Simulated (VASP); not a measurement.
# Al2Cu (Fm-3m) in VASP: further runs, part 2 of 2

VASP 6.6.1. The steps go on from the part before.

### Step 3. Vibrations by perturbation theory, PBEsol

This run uses another cell than the first one, of 13.75 Å³/atom.

Input file INCAR:

```
ALGO = Normal
EDIFF = 1E-8
ENCUT = 520
GGA = PS
IBRION = 8
ISIF = 2
ISMEAR = -1
LASPH = True
LCHARG = False
LREAL = False
LWAVE = False
NBANDS = 16
NELM = 60
NSW = 1
PREC = Accurate
SIGMA = 0.15
```

Input file KPOINTS:

```
k-points
0
Gamma
  16 16 16
```

Input file POSCAR:

```
Al2Cu
1.0
   -1.9391811728      1.9391811728      2.7424163145
    1.9391811728     -1.9391811728      2.7424163145
    1.9391811728      1.9391811728     -2.7424163145
Al Cu
2 1
Direct
    0.7500000000      0.2500000000      0.5000000000
    0.2500000000      0.7500000000      0.5000000000
    0.5000000000      0.5000000000      0.0000000000
```

Potentials or basis: VASP PAW PBE potentials, release 64 (Al, Cu).

Started as:

```console
> cat potpaw_PBE.64/Al/POTCAR potpaw_PBE.64/Cu/POTCAR > POTCAR
> mpirun -np 1 vasp_std > vasp.out
```

OUTCAR:

```text
EDIFF = 1E-8
   ENCUT = 520
   GGA = PS
   IBRION = 8
   ISIF = 2
   ISMEAR = -1
   LASPH = True
   LREAL = False
   NELM = 60
   NSW = 1
   PREC = Accurate

 ion  position               nearest neighbor table
   1  0.750  0.250  0.500-   3 2.38   3 2.38   3 2.38   3 2.38   2 2.74   2 2.74   2 2.74   2 2.74
                             2 2.74   2 2.74
   2  0.250  0.750  0.500-   3 2.38   3 2.38   3 2.38   3 2.38   1 2.74   1 2.74   1 2.74   1 2.74
                             1 2.74   1 2.74
   3  0.500  0.500  0.000-   2 2.38   1 2.38   1 2.38   2 2.38   1 2.38   2 2.38   2 2.38   1 2.38

  LATTYP: Found a face centered cubic cell.
 ALAT       =     5.4848326290

  Lattice vectors:

 A1 = (   1.9391811728,  -1.9391811728,  -2.7424163145)
 A2 = (   1.9391811728,   1.9391811728,  -2.7424163145)
 A3 = (   3.8783623456,   0.0000000000,   0.0000000000)

[... 698 lines left out ...]
  x     0.00000     0.00000     0.00000     0.00000     0.00000     0.00000
  y     0.00000     0.00000     0.00000     0.00000     0.00000     0.00000
  z     0.00000     0.00000     0.00000     0.00000     0.00000     0.00000

 SECOND DERIVATIVES (NOT SYMMETRIZED)
 ------------------------------------
               1X          1Y          1Z          2X          2Y          2Z          3X          3Y          3Z
  1X    -9.411614    0.000000    0.000000    3.584199    0.000000    0.000000    5.827415    0.000000    0.000000
  1Y     0.000000   -9.411614    0.000000    0.000000    3.584199   -0.000000    0.000000    5.827415    0.000000
  1Z     0.000000   -0.000000   -9.411614   -0.000000   -0.000000    3.584199   -0.000000    0.000000    5.827415
  2X     3.584199    0.000000    0.000000   -9.411614    0.000000    0.000000    5.827415    0.000000    0.000000
  2Y     0.000000    3.584199   -0.000000    0.000000   -9.411614    0.000000    0.000000    5.827415    0.000000
  2Z    -0.000000   -0.000000    3.584199    0.000000   -0.000000   -9.411614   -0.000000    0.000000    5.827415
  3X     5.823573    0.000000    0.000000    5.823573    0.000000    0.000000  -11.647146    0.000000   -0.000000
  3Y     0.000000    5.823573    0.000000    0.000000    5.823573    0.000000    0.000000  -11.647146    0.000000
  3Z     0.000000   -0.000000    5.823573   -0.000000   -0.000000    5.823573   -0.000000   -0.000000  -11.647146

 Eigenvectors and eigenvalues of the dynamical matrix
 ----------------------------------------------------

   1 f  =   10.849843 THz    68.171572 2PiTHz  361.911793 cm-1    44.871323 meV
             X         Y         Z           dx          dy          dz
     -0.000000  1.939181  1.371208     0.000004   -0.000010    0.707107
      1.939181 -0.000000  1.371208    -0.000004    0.000010   -0.707107
      0.000000  0.000000  2.742416    -0.000000   -0.000000    0.000000
[... 43 lines left out ...]
   9 f/i=    0.001624 THz     0.010201 2PiTHz    0.054156 cm-1     0.006714 meV
             X         Y         Z           dx          dy          dz
     -0.000000  1.939181  1.371208     0.478655   -0.011931   -0.016591
      1.939181 -0.000000  1.371208     0.478655   -0.011931   -0.016591
      0.000000  0.000000  2.742416     0.734820   -0.018316   -0.025471

--------------------------------------------------------------------------------------------------------

 ELASTIC MODULI CONTR FROM IONIC RELAXATION (kBar)
 Direction    XX          YY          ZZ          XY          YZ          ZX
 --------------------------------------------------------------------------------
 XX        -413.7513    413.7513      0.0000     -0.0000      0.0000      0.0000
 YY         413.7513   -413.7513     -0.0000      0.0000     -0.0000     -0.0000
 ZZ           0.0000     -0.0000     -0.0000      0.0000     -0.0000     -0.0000
 XY          -0.0000      0.0000      0.0000     -0.0000      0.0000      0.0000
 YZ           0.0000     -0.0000     -0.0000      0.0000   -413.7513     -0.0000
 ZX           0.0000     -0.0000     -0.0000      0.0000     -0.0000   -413.7513
 --------------------------------------------------------------------------------
```

OSZICAR:

```text
N       E                     dE             d eps       ncg     rms          rms(c)
DAV:   1     0.620900355882E+02    0.62090E+02   -0.69897E+03  4688   0.118E+03
DAV:   2    -0.129070602106E+02   -0.74997E+02   -0.66672E+02  5040   0.208E+02
DAV:   3    -0.155992661569E+02   -0.26922E+01   -0.26331E+01  6312   0.440E+01
DAV:   4    -0.156549398168E+02   -0.55674E-01   -0.55650E-01  5568   0.541E+00
[... 45 lines left out ...]
RMM:  12    -0.242597089698E+00   -0.61592E-06   -0.83451E-10 35473   0.791E-05    0.308E-06
RMM:  13    -0.242597104781E+00   -0.15083E-07   -0.82573E-10 37502   0.238E-05    0.185E-06
RMM:  14    -0.242597094483E+00    0.10298E-07   -0.83628E-10 35918   0.935E-06    0.911E-07
RMM:  15    -0.242597085839E+00    0.86442E-08   -0.82932E-10 33228   0.703E-06    0.333E-07
 Linear response finished
```

stdout:

```text
POSCAR found type information on POSCAR AlCu
 POSCAR found :  2 types and       3 ions
 scaLAPACK will be used
 -----------------------------------------------------------------------------
|                                                                             |
|                                                                             |
|     You enforced a specific xc type in the INCAR file but a different       |
|     I HOPE YOU KNOW WHAT YOU ARE DOING!                                     |
|                                                                             |
 -----------------------------------------------------------------------------

 LDA part: xc-table for (Slater+PW92), standard interpolation
 POSCAR, INCAR and KPOINTS ok, starting setup
 FFT: planning ... GRIDC
 FFT: planning ... GRID_SOFT
 FFT: planning ... GRID
 WAVECAR not read
 entering main loop
 Linear response reoptimize wavefunctions to high precision
 Linear response DOF=           2
 Linear response progress:
 first order change of Fermi-energy  -0.52994E-04
 force on displaced ion       1 direction 1 :  -9.412   0.000   0.000
 Linear response progress:
 first order change of Fermi-energy   0.72081E-05
 force on displaced ion       3 direction 1 : -11.647  -0.000  -0.000
 Linear response finished
```

It took 33 min on 1 thread of Oxide Virtual Turin-like, shared host; peak memory 1.4 GiB.

What came out:

* Highest phonon frequency at Γ: 362 cm⁻¹

Phonon frequencies in cm⁻¹ (negative: imaginary):
| q point | frequencies |
| --- | --- |
| (0.000, 0.000, 0.000) | 0 0 0 330 330 330 362 362 362 |

Caveat: the cell stands under pressure or tension, which shifts response properties; the PAW data sets were made with another functional, which shifts forces and pressure a little.

### Step 4. Elastic constants, PBEsol

Input file INCAR:

```
SYSTEM = Al2Cu
  ALGO = Normal
  EDIFF = 1E-8
  ENCUT = 600
  GGA = PS
  IBRION = 6
  ISIF = 3
  ISMEAR = -1
  LASPH = .True.
  LCHARG = .False.
  LREAL = .False.
  LWAVE = .False.
  NELM = 80
  NFREE = 2
  NSW = 1
  POTIM = 0.015
  PREC = Accurate
  SIGMA = 0.15
```

Input file KPOINTS:

```
k-points
0
Gamma
  16 16 16
  0 0 0
```

Input file POSCAR:

```
Al2Cu
1.0
   -1.8868143450      1.8868143450      2.6683584364
    1.8868143450     -1.8868143450      2.6683584364
    1.8868143450      1.8868143450     -2.6683584364
Al Cu
2 1
Direct
    0.7500000000      0.2500000000      0.5000000000
    0.2500000000      0.7500000000      0.5000000000
    0.5000000000      0.5000000000      0.0000000000
```

Potentials or basis: VASP PAW PBE potentials, release 64 (Al, Cu).

Started as:

```console
> cat potpaw_PBE.64/Al/POTCAR potpaw_PBE.64/Cu/POTCAR > POTCAR
> mpirun -np 1 vasp_std > vasp.out
```

OUTCAR:

```text
SYSTEM = Al2Cu
   EDIFF = 1E-8
   ENCUT = 600
   GGA = PS
   IBRION = 6
   ISIF = 3
   ISMEAR = -1
   LASPH = .True.
   LREAL = .False.
   NELM = 80
   NFREE = 2
   NSW = 1
   POTIM = 0.015
   PREC = Accurate

 ion  position               nearest neighbor table
   1  0.750  0.250  0.500-   3 2.31   3 2.31   3 2.31   3 2.31   2 2.67   2 2.67   2 2.67   2 2.67
                             2 2.67   2 2.67
[... 822 lines left out ...]
      0.000000  0.000000  2.668358    -0.000000   -0.000000    0.000000
[... 43 lines left out ...]
   9 f/i=    0.006588 THz     0.041394 2PiTHz    0.219752 cm-1     0.027246 meV
             X         Y         Z           dx          dy          dz
     -0.000000  1.886814  1.334179     0.013386   -0.079160   -0.472714
      1.886814 -0.000000  1.334179     0.013386   -0.079160   -0.472714
      0.000000  0.000000  2.668358     0.020518   -0.121341   -0.724602

--------------------------------------------------------------------------------------------------------

 ELASTIC MODULI CONTR FROM IONIC RELAXATION (kBar)
 Direction    XX          YY          ZZ          XY          YZ          ZX
 --------------------------------------------------------------------------------
 XX        -622.4192    622.4192      0.0000     -0.0000     -0.0000     -0.0000
 YY         622.4192   -622.4192     -0.0000      0.0000      0.0000      0.0000
 ZZ           0.0000     -0.0000     -0.0000      0.0000      0.0000     -0.0000
 XY          -0.0000      0.0000      0.0000     -0.0000     -0.0000      0.0000
 YZ          -0.0000      0.0000      0.0000     -0.0000   -622.4192      0.0000
 ZX          -0.0000      0.0000     -0.0000      0.0000      0.0000   -622.4192
 --------------------------------------------------------------------------------

 TOTAL ELASTIC MODULI (kBar)
 Direction    XX          YY          ZZ          XY          YZ          ZX
 --------------------------------------------------------------------------------
 XX        3181.6227   1436.2065   1484.8824     -0.0000     -0.0000     -0.0000
 YY        1436.2065   3181.6227   1484.8824     -0.0000      0.0000      0.0000
 ZZ        1484.8824   1484.8824   3132.9469      0.0000      0.0000     -0.0000
 XY          -0.0000     -0.0000      0.0000    824.0323     -0.0000      0.0000
 YZ          -0.0000      0.0000      0.0000     -0.0000    872.7081      0.0000
 ZX          -0.0000      0.0000     -0.0000      0.0000      0.0000    872.7081
 --------------------------------------------------------------------------------
```

OSZICAR:

```text
N       E                     dE             d eps       ncg     rms          rms(c)
DAV:   1     0.776204944380E+02    0.77620E+02   -0.80576E+03  3488   0.181E+03
DAV:   2    -0.110919389662E+02   -0.88712E+02   -0.83169E+02  3508   0.278E+02
DAV:   3    -0.151932715141E+02   -0.41013E+01   -0.38767E+01  4620   0.746E+01
[... 201 lines left out ...]
DAV:   5    -0.122137020360E+02    0.35549E-04   -0.50722E-05 24088   0.191E-01    0.245E-02
DAV:   6    -0.122136917699E+02    0.10266E-04   -0.28614E-05 23424   0.130E-01    0.475E-03
DAV:   7    -0.122136918720E+02   -0.10208E-06   -0.12401E-06 23912   0.203E-02    0.227E-03
DAV:   8    -0.122136919031E+02   -0.31086E-07   -0.27628E-08 13324   0.518E-03    0.653E-04
DAV:   9    -0.122136918997E+02    0.33697E-08   -0.98170E-09  9180   0.116E-03
  17 F= -.12213692E+02 E0= -.12186355E+02  d E =-.546740E-01
```

Run time: 71 min. Hardware: 1 thread of Oxide Virtual Turin-like, shared host; peak memory 1.1 GiB.

What came out:

```
Elastic constants C11, C12, C44 : 318, 144, 87 GPa
Voigt bulk modulus              : 203 GPa
Highest phonon frequency at Γ   : 412 cm⁻¹
```

Phonon frequencies in cm⁻¹ (negative: imaginary):
```tsv
q point	frequencies
(0.000, 0.000, 0.000)	0 0 0 373 373 373 412 412 412
```

Elastic tensor in Voigt notation (GPa, in the Cartesian axes of the cell as first typed):
```
318 144 148   0   0   0
144 318 148   0   0   0
148 148 313   0   0   0
  0   0   0  87   0   0
  0   0   0   0  87   0
  0   0   0   0   0  82
```

Clamped-ion elastic tensor (GPa):
```
380  81 148   0   0   0
 81 380 148   0   0   0
148 148 313   0   0   0
  0   0   0 150   0   0
  0   0   0   0 150   0
  0   0   0   0   0  82
```

Caveat: the cell is under stress, which shifts elastic constants; the PAW data sets were made with another functional, which shifts forces and pressure a little.
